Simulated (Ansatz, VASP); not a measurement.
**BaTlI3: VASP beside Ansatz**

Contents of POSCAR:

```
BaTlI3
1.0
    6.6757441459      0.0000000000      0.0000000000
    0.0000000000      6.6757441459      0.0000000000
    0.0000000000      0.0000000000      6.6757441459
Tl Ba I
1 1 3
Direct
    0.0000000000      0.0000000000      0.0000000000
    0.5000000000      0.5000000000      0.5000000000
    0.5000000000      0.5000000000      0.0000000000
    0.5000000000      0.0000000000      0.5000000000
    0.0000000000      0.5000000000      0.5000000000
```

File INCAR.step1:

```
SYSTEM = BaTlI3
ALGO = Normal
EDIFF = 1E-5
ENCUT = 520
GGA = PE
ISIF = 2
ISMEAR = 0
LASPH = .TRUE.
LREAL = .FALSE.
LWAVE = .TRUE.
NBANDS = 30
NELM = 100
PREC = Accurate
SIGMA = 0.01
```

The input INCAR.step2:

```
SYSTEM = BaTlI3
ALGO = Normal
EDIFF = 1E-6
ENCUT = 520
GGA = PE
HFSCREEN = 0.2079
ISIF = 2
ISMEAR = 0
ISTART = 1
LASPH = .TRUE.
LCHARG = .TRUE.
LELF = .TRUE.
LHFCALC = .TRUE.
LREAL = .FALSE.
LVHAR = .TRUE.
LWAVE = .FALSE.
NBANDS = 30
NELM = 100
PREC = Accurate
PRECFOCK = Fast
SIGMA = 0.01
```

File KPOINTS:

```
k-points
0
G
  2 2 2
  0 0 0
```

Input for Ansatz:

```yaml
crystal:
  lattice:
    - [6.6757441459, 0.0, 0.0]
    - [0.0, 6.6757441459, 0.0]
    - [0.0, 0.0, 6.6757441459]
  atoms:
    - { symbol: Tl, position: [0.0, 0.0, 0.0] }
    - { symbol: Ba, position: [0.5, 0.5, 0.5] }
    - { symbol: I, position: [0.5, 0.5, 0.0] }
    - { symbol: I, position: [0.5, 0.0, 0.5] }
    - { symbol: I, position: [0.0, 0.5, 0.5] }
kpoints:
  mp_grid: { grid: [2, 2, 2] }
  band_path:
    path:
      - [0.0, 0.0, 0.0]
      - [0.0, 0.5, 0.0]
      - [0.5, 0.5, 0.0]
      - [0.5, 0.5, 0.5]
      - [0.0, 0.0, 0.5]
    npoints: 1
hamiltonian:
  xc: hse06
scf:
  occupations: { method: fixed }
  n_extra_bands: 5
output:
  forces: true
  stress: true
  eigenvalues: true
  write_density: true
  write_potential: true
  elf: true
  volumetric_format: npy
```

Alike in both runs: task single point; functional HSE06; k mesh 2 × 2 × 2; no spin polarisation.

```csv
,VASP,Ansatz
version,VASP 6.6.1,Ansatz 0.2.0
potentials or method,"VASP PAW PBE potentials, release 64 (Tl_d, Ba_sv, I)","plane waves, PAW"
plane-wave cutoff (eV),520,420
occupations,"gaussian, width 0.01 eV",fixed
valence electrons in the cell,44,74
```

Ansatz gave:

```
gap on the k mesh at the Fermi level (eV) : 3.33
pressure (GPa)                            : 0.3
```

Task: Which values does VASP return?

Result: gap on the k mesh at the Fermi level (eV): 3.34; pressure (GPa): 0.4.

VASP's potentials hold 44 valence electrons a cell and Ansatz's 74, so a difference there can come from the potentials and not from the codes. Ansatz's warnings: stress exchange threshold loose, stress scf threshold loose.

The k mesh is coarse, so the values compare programs but aren't converged. Spin-orbit coupling is off throughout.
